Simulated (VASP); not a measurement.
# C2OH6 in VASP: single point with PBE+D3(BJ)

Aim: the single point of C2OH6 with PBE+D3(BJ).

All numbers are computed with VASP 6.6.1; they aren't measurements. Logs are shortened: lines on timing, memory, paths and dates and some standing lists are left out, and cuts for length are marked.

## 1. The cell of the first run

The cell holds a molecule in a box, 9 atoms: a = 6.399 Å, b = 6.399 Å, c = 26.618 Å, α = 90.00°, β = 90.00°, γ = 120.00°.

## 2. Single point, PBE+D3(BJ)

Input file INCAR:

```
SYSTEM = H6C2O
PREC     = Accurate       ! precision mode
ENCUT    = 520            ! plane-wave cutoff, eV
EDIFF    = 1E-6           ! SCF threshold, eV
ISMEAR   = 0              ! smearing method
SIGMA    = 0.05           ! smearing width, eV
LREAL    = .FALSE.        ! projectors in reciprocal space
LASPH    = .TRUE.         ! aspherical terms in the spheres
NELM     = 80             ! most SCF steps
ALGO     = Normal         ! electronic algorithm
ISIF     = 2              ! what is computed and relaxed
LWAVE    = .FALSE.        ! write WAVECAR
LCHARG   = .TRUE.         ! write CHGCAR
LDIPOL   = .TRUE.       
IDIPOL   = 3            
DIPOL    = 0.5 0.5 0.635
GGA      = PE             ! functional
IVDW     = 12             ! dispersion correction
LELF     = .TRUE.         ! ELF
LVHAR    = .TRUE.       
LVACPOTAV= .TRUE.       
NBANDS   = 20             ! bands
```

Input file KPOINTS:

```
regular mesh
0
G
  3 3 1
  0 0 0
```

Input file POSCAR:

```
H6C2O
1.0
    6.3987489444      0.0000000000      0.0000000000
   -3.1993744722      5.5414791383      0.0000000000
    0.0000000000      0.0000000000     26.6184957942
C O H
2 1 6
Direct
    0.3998810589      0.1056807739      0.6425811844
    0.5361957752     -0.0335871554      0.6480505766
    0.5955366811     -0.0948259942      0.6016998230
    0.3558528143      0.1529552361      0.6792488471
    0.2277014948     -0.0038434571      0.6224755583
    0.5101107825      0.2762784084      0.6219988737
    0.7006598669      0.0779313596      0.6708386590
    0.4234323205     -0.1972961050      0.6709441967
    0.5202837163     -0.0196282593      0.5545758332
```

Potentials or basis: VASP PAW PBE potentials, release 64 (C, O, H).

On the command line:

```bash
$ cat potpaw_PBE.64/C/POTCAR potpaw_PBE.64/O/POTCAR potpaw_PBE.64/H/POTCAR > POTCAR
$ mpirun -np 1 vasp_std > vasp.out
```

OUTCAR:

```text
SYSTEM = H6C2O
   PREC = Accurate
   ENCUT = 520
   EDIFF = 1E-6
   ISMEAR = 0
   LREAL = .FALSE.
   LASPH = .TRUE.
   NELM = 80
   ISIF = 2
   GGA = PE
   IVDW = 12
 IVDW          = 12

 ion  position               nearest neighbor table
   1  0.400  0.106  0.643-   4 1.10   5 1.10   6 1.10   2 1.53
   2  0.536  0.966  0.648-   8 1.11   7 1.11   3 1.40   1 1.53
   3  0.596  0.905  0.602-   2 1.40
   4  0.356  0.153  0.679-   1 1.10
   5  0.228  0.996  0.622-   1 1.10
   6  0.510  0.276  0.622-   1 1.10
   7  0.701  0.078  0.671-   2 1.11
   8  0.423  0.803  0.671-   2 1.11
   9  0.520  0.980  0.555-

  LATTYP: Found a hexagonal cell.
 ALAT       =     6.3987489444
 C/A-ratio  =     4.1599531448

  Lattice vectors:

 A1 = (   6.3987489444,   0.0000000000,   0.0000000000)
 A2 = (  -3.1993744722,   5.5414791383,   0.0000000000)
 A3 = (   0.0000000000,   0.0000000000,  26.6184957942)

Analysis of symmetry for initial positions (statically):
=====================================================================
 Subroutine PRICEL returns:
 Original cell was already a primitive cell.

 Routine SETGRP: Setting up the symmetry group for a
 hexagonal supercell.

 Subroutine GETGRP returns: Found  1 space group operations
 (whereof  1 operations were pure point group operations)
 out of a pool of 24 trial point group operations.

The static configuration has the point symmetry C_1 .

Analysis of symmetry for dynamics (positions and initial velocities):
=====================================================================
 Subroutine PRICEL returns:
 Original cell was already a primitive cell.

 Routine SETGRP: Setting up the symmetry group for a
 hexagonal supercell.

 Subroutine GETGRP returns: Found  1 space group operations
 (whereof  1 operations were pure point group operations)
 out of a pool of 24 trial point group operations.

The dynamic configuration has the point symmetry C_1 .

 Subroutine INISYM returns: Found  1 space group operations
 (whereof  1 operations are pure point group operations),
 and found     1 'primitive' translations

----------------------------------------------------------------------------------------

                                     Primitive cell

  volume of cell :     943.8528

  direct lattice vectors                    reciprocal lattice vectors
     6.398748944  0.000000000  0.000000000     0.156280549  0.090228617  0.000000000
    -3.199374472  5.541479138  0.000000000     0.000000000  0.180457234  0.000000000
     0.000000000  0.000000000 26.618495794     0.000000000  0.000000000  0.037567863

  length of vectors
     6.398748944  6.398748944 26.618495794     0.180457234  0.180457234  0.037567863

  position of ions in fractional coordinates (direct lattice)
     0.399881059  0.105680774  0.642581184
     0.536195775  0.966412845  0.648050577
     0.595536681  0.905174006  0.601699823
     0.355852814  0.152955236  0.679248847
     0.227701495  0.996156543  0.622475558
     0.510110782  0.276278408  0.621998874
     0.700659867  0.077931360  0.670838659
     0.423432320  0.802703895  0.670944197
     0.520283716  0.980371741  0.554575833

  ion indices of the primitive-cell ions
   primitive index   ion index
                 1           1
                 2           2
                 3           3
                 4           4
                 5           5
                 6           6
                 7           7
                 8           8
                 9           9

----------------------------------------------------------------------------------------

 KPOINTS: regular mesh

Automatic generation of k-mesh.
 Grid dimensions read from file:
 generate k-points for:    3    3    1

 Generating k-lattice:

  Cartesian coordinates                     Fractional coordinates (reciprocal lattice)
     0.052093516  0.030076206  0.000000000     0.333333333  0.000000000  0.000000000
     0.000000000  0.060152411  0.000000000     0.000000000  0.333333333  0.000000000
     0.000000000  0.000000000  0.037567863     0.000000000  0.000000000  1.000000000

  Length of vectors
     0.060152411  0.060152411  0.037567863

  Shift w.r.t. Gamma in fractional coordinates (k-lattice)
     0.000000000  0.000000000  0.000000000

 Subroutine IBZKPT returns following result:
 ===========================================

 Found      5 irreducible k-points:

 Following reciprocal coordinates:
            Coordinates               Weight
  0.000000  0.000000  0.000000      1.000000
  0.333333  0.000000  0.000000      2.000000
  0.000000  0.333333  0.000000      2.000000
 -0.333333  0.333333  0.000000      2.000000
  0.333333  0.333333  0.000000      2.000000
   k-points           NKPTS =      5   k-points in BZ     NKDIM =      5   number of bands    NBANDS=     20
   number of dos      NEDOS =    301   number of ions     NIONS =      9
   total plane-waves  NPLWV = 460800
   dimension x,y,z NGX =    48 NGY =   48 NGZ =  200
   dimension x,y,z NGXF=    96 NGYF=   96 NGZF=  400
   ions per type =               2   1   6
   NGX,Y,Z   is equivalent  to a cutoff of  12.47, 12.47, 12.49 a.u.
   NGXF,Y,Z  is equivalent  to a cutoff of  24.94, 24.94, 24.98 a.u.
 SYSTEM =  H6C2O
   PREC   = accura    normal or accurate (medium, high low for compatibility)
   ISTART =      0    job   : 0-new  1-cont  2-samecut
   ICHARG =      2    charge: 1-file 2-atom 10-const
   ISPIN  =      1    spin polarized calculation?
   LNONCOLLINEAR =      F non collinear calculations
   LSORBIT =      F    spin-orbit coupling
   LASPH  =      T    aspherical Exc in radial PAW
   ENCUT  =  520.0 eV  38.22 Ry    6.18 a.u.  11.90 11.90 49.49*2*pi/ulx,y,z
   NELM   =     80;   NELMIN=  2; NELMDL= -5     # of ELM steps
   EDIFF  = 0.1E-05   stopping-criterion for ELM
   LREAL  =      F    real-space projection
   EDIFFG = 0.1E-04   stopping-criterion for IOM
   NSW    =      0    number of steps for IOM
   IBRION =     -1    ionic relax: 0-MD 1-quasi-New 2-CG
   NFREE  =      0    steps in history (QN), initial steepest desc. (CG)
   ISIF   =      2    stress and relaxation
   ISYM   =      2    0-nonsym 1-usesym 2-fastsym
   POTIM  = 0.5000    time-step for ionic-motion
   TEBEG  =    0.0;   TEEND  =   0.0 temperature during run
   PSTRESS=    0.0 pullay stress
   NELECT =      20.0000    total number of electrons
   NUPDOWN=      -1.0000    fix difference up-down
   EMIN   =  10.00;   EMAX   =-10.00  energy-range for DOS
   EFERMI =   0.00;   METHOD = LEGACY
   ISMEAR =     0;   SIGMA  =   0.05  broadening in eV -4-tet -1-fermi 0-gaus
   EFERMI_NEDOS =   21; number of points for ismear=-14 and -15
   IALGO  =     38    algorithm
   IMIX   =      4    mixing-type and parameters
     AMIX     =   0.40;   BMIX     =  1.00
     AMIX_MAG =   1.60;   BMIX_MAG =  1.00
  volume/ion in A,a.u.               =     104.87       707.71
  Fermi-wavevector in a.u.,A,eV,Ry     =   0.453019  0.856082  2.792276  0.205227
  Thomas-Fermi vector in A             =   1.435199
   LORBIT       =      0    0 simple, 1 ext, 2 COOP (PROOUT), +10 PAW based schemes
   GGA     = PE    functional components
   LHFCALC =     F    Hartree Fock is set to
   AEXX    =    0.0000 exact exchange contribution
   IVDW    =    12    specifies the selected vdW correction
   LEPSILON=     F    determine dielectric tensor
   LRPA    =     F    only Hartree local field effects (RPA)
 non-spin polarized calculation
 Gauss-broadening in eV      SIGMA  =   0.05
  energy-cutoff  :      520.00
  volume of cell :      943.85
 maximum number of plane-waves:     25464
   NGX = 23   NGY = 23   NGZ = 99

 dipolmoment           0.000000      0.000000     -0.000267 electrons x Angstroem

 number of electron      20.0000000 magnetization

 dipolmoment           0.000000      0.000000      0.001062 electrons x Angstroem

 Free energy of the ion-electron system (eV)
  ---------------------------------------------------
  ext. energy  EPLUGINS =         0.00000000
  ---------------------------------------------------
  free energy    TOTEN  =       -44.33564086 eV

  energy without entropy =      -44.33564086  energy(sigma->0) =      -44.33564086

 E-fermi :  -5.1144     XC(G=0):  -1.0765

 val. band max:       -5.3800479727   @ k =   0.0000   0.0000   0.0000
 cond. band min:      -2.9176456026   @ k =   0.0000   0.0000   0.0000
 fundamental gap:      2.4624023701
 Fermi energy:        -5.1144310811

 k-point     1 :       0.0000    0.0000    0.0000
  band No.  band energies     occupation
      1     -23.9415      2.00000
      2     -17.6583      2.00000
      3     -14.3283      2.00000
      4     -10.7052      2.00000
      5     -10.3766      2.00000
      6     -10.1392      2.00000
[... 12 lines left out ...]
     19       2.5743      0.00000
     20       2.8729      0.00000

 k-point     2 :       0.3333    0.0000    0.0000
  band No.  band energies     occupation
      1     -23.9413      2.00000
      2     -17.6581      2.00000
      3     -14.3328      2.00000
      4     -10.7282      2.00000
      5     -10.3793      2.00000
      6     -10.1234      2.00000
[... 12 lines left out ...]
     19       2.1876      0.00000
     20       2.2484      0.00000

 k-point     3 :       0.0000    0.3333    0.0000
  band No.  band energies     occupation
      1     -23.9413      2.00000
      2     -17.6582      2.00000
      3     -14.3328      2.00000
      4     -10.7278      2.00000
      5     -10.3794      2.00000
      6     -10.1227      2.00000
[... 12 lines left out ...]
     19       2.1887      0.00000
     20       2.2545      0.00000

 k-point     4 :      -0.3333    0.3333    0.0000
  band No.  band energies     occupation
      1     -23.9411      2.00000
      2     -17.6591      2.00000
      3     -14.3390      2.00000
      4     -10.7309      2.00000
      5     -10.3844      2.00000
      6     -10.1080      2.00000
[... 12 lines left out ...]
     19       2.1472      0.00000
     20       2.3881      0.00000

 k-point     5 :       0.3333    0.3333    0.0000
  band No.  band energies     occupation
      1     -23.9411      2.00000
      2     -17.6586      2.00000
      3     -14.3382      2.00000
      4     -10.7411      2.00000
      5     -10.3833      2.00000
      6     -10.1070      2.00000
[... 12 lines left out ...]
     19       1.9109      0.00000
     20       2.0338      0.00000

------------------------ aborting loop because EDIFF is reached ----------------------------------------

 vacuum level on the upper side and lower side of the slab       (xc-potential included)        -0.118        -0.117

 Edisp (eV)   -0.15436

 E8    (eV) :    -0.0377

  FORCE on cell =-STRESS in cart. coord.  units (eV):
  Direction    XX          YY          ZZ          XY          YZ          ZX
  --------------------------------------------------------------------------------------
  -------------------------------------------------------------------------------------
  Total      -1.49764    -0.63874    -6.58013     0.73788     1.96623    -3.40691
  in kB      -2.54222    -1.08425   -11.16968     1.25254     3.33765    -5.78319
  external pressure =       -4.93 kB  Pullay stress =        0.00 kB

 VOLUME and BASIS-vectors are now :
 -----------------------------------------------------------------------------
  energy-cutoff  :      520.00
  volume of cell :      943.85
      direct lattice vectors                 reciprocal lattice vectors
     6.398748944  0.000000000  0.000000000     0.156280549  0.090228617  0.000000000
    -3.199374472  5.541479138  0.000000000     0.000000000  0.180457234  0.000000000
     0.000000000  0.000000000 26.618495794     0.000000000  0.000000000  0.037567863

 POSITION                                       TOTAL-FORCE (eV/Angst)
 -----------------------------------------------------------------------------------
      2.22063      0.58563     17.10454        -0.057180      0.032032      0.036624
      0.33907      5.35536     17.25013        -1.196340      0.699692      0.206587
      0.91470      5.01600     16.01634        -1.103926      0.630309     -4.143670
      1.78765      0.84760     18.08058         0.037281     -0.021677      0.070849
     -1.73007      5.52018     16.56936         0.154465      0.039773      0.001258
      2.38015      1.53099     16.55667         0.040899     -0.153213      0.006300
      4.23401      0.43186     17.85672         0.163479      0.050907     -0.343432
      0.14129      4.44817     17.85953         0.033772     -0.168514     -0.338188
      0.19259      5.43271     14.76197         1.927552     -1.109308      4.503670
 -----------------------------------------------------------------------------------
    total drift:                               -0.000088     -0.000013     -0.000514

  FREE ENERGIE OF THE ION-ELECTRON SYSTEM (eV)
  ---------------------------------------------------
  free  energy   TOTEN  =       -44.4899975439 eV

  energy  without entropy=      -44.4899975439  energy(sigma->0) =      -44.48999754

 vacuum level on the upper side and lower side of the slab         0.260         0.255
```

It took 2.2 min on 1 thread of AMD EPYC 9R45 (Zen 5), shared host; peak memory 0.85 GiB.

What came out:

* Free energy: -44.4900 eV
* Largest force: 5.023 eV/Å
* Gap between the frontier levels: 2.46 eV, direct
* Dispersion energy per atom: -0.017 eV
* Ionisation potential of the upper face: 5.64 eV

Forces on the atoms (eV/Å):
```
C   -0.057  0.032  0.037
C   -1.196  0.700  0.207
O   -1.104  0.630 -4.144
H    0.037 -0.022  0.071
H    0.154  0.040  0.001
H    0.041 -0.153  0.006
H    0.163  0.051 -0.343
H    0.034 -0.169 -0.338
H    1.928 -1.109  4.504
```

Levels at points of the mesh, in eV from the valence-band top:
```csv
k point,band 6,band 7,band 8,band 9,band 10,band 11,band 12,band 13,band 14,band 15
"(0.00, 0.00, 0.00)",-4.76,-3.15,-2.94,-1.41,0.00,2.46,4.78,5.64,5.69,6.14
```
